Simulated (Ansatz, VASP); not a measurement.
# One calculation of MgO, two programs

Contents of POSCAR:

```
MgO
1.0
   -0.2219127173      1.9972144556      1.9972144556
    1.9972144556     -0.2219127173      1.9972144556
    1.9972144556      1.9972144556     -0.2219127173
Mg O
1 1
Direct
    0.0000000000      0.0000000000      0.0000000000
    0.5000000000      0.5000000000      0.5000000000
```

The input INCAR.step1:

```
SYSTEM = MgO
ALGO = Normal
EDIFF = 1E-4
ENCUT = 520
GGA = PE
ISMEAR = 0
LASPH = .True.
LCHARG = .False.
LREAL = .False.
LWAVE = .True.
NBANDS = 11
NELM = 60
PREC = Accurate
SIGMA = 0.05
```

INCAR.step2

```
SYSTEM = MgO
ALGO = Normal
EDIFF = 1E-6
ENCUT = 520
ISIF = 2
ISMEAR = 0
ISTART = 1
LASPH = .True.
LCHARG = .True.
LELF = .True.
LMIXTAU = .True.
LREAL = .False.
LVHAR = .True.
LWAVE = .False.
METAGGA = R2SCAN
NBANDS = 11
NELM = 60
PREC = Accurate
SIGMA = 0.05
```

The input KPOINTS:

```
k-points
0
Gamma
  10 10 10
  0 0 0
```

Input for Ansatz:

```yaml
crystal:
  lattice:
    - [-0.2219127173, 1.9972144556, 1.9972144556]
    - [1.9972144556, -0.2219127173, 1.9972144556]
    - [1.9972144556, 1.9972144556, -0.2219127173]
  atoms:
    - { symbol: Mg, position: [0.0, 0.0, 0.0] }
    - { symbol: O, position: [0.5, 0.5, 0.5] }
basis:
  ecutwfc: 500
kpoints:
  mp_grid: { grid: [10, 10, 10] }
hamiltonian:
  xc: r2scan
scf:
  occupations: { method: gaussian, width: 0.05 }
output:
  forces: true
  stress: true
  eigenvalues: true
```

Alike in both runs: task single point; functional r2SCAN; k mesh 10 × 10 × 10; occupations gaussian, width 0.05 eV; no spin polarisation.

|  | VASP | Ansatz |
| --- | --- | --- |
| version | VASP 6.6.1 | Ansatz 0.2.0 |
| potentials or method | VASP PAW PBE potentials, release 64 (Mg, O), cutoff 520 eV | scalar-relativistic, plane waves, PAW |
| valence electrons in the cell | 8 | 16 |

```tsv
	VASP	Ansatz	Ansatz less VASP
gap on the k mesh at the Fermi level (eV)	4.68	4.71	+0.030
least direct gap on the mesh (eV)	4.68	4.71	+0.030
pressure (GPa)	-1.1	0.1	+1.15
traceless stress, the component that is largest in VASP (GPa)	12.82	12.72	-0.106
```

VASP's potentials were made for PBE, not for r2SCAN. VASP's potentials hold 8 valence electrons a cell and Ansatz's 16, so a difference there can come from the potentials and not from the codes.
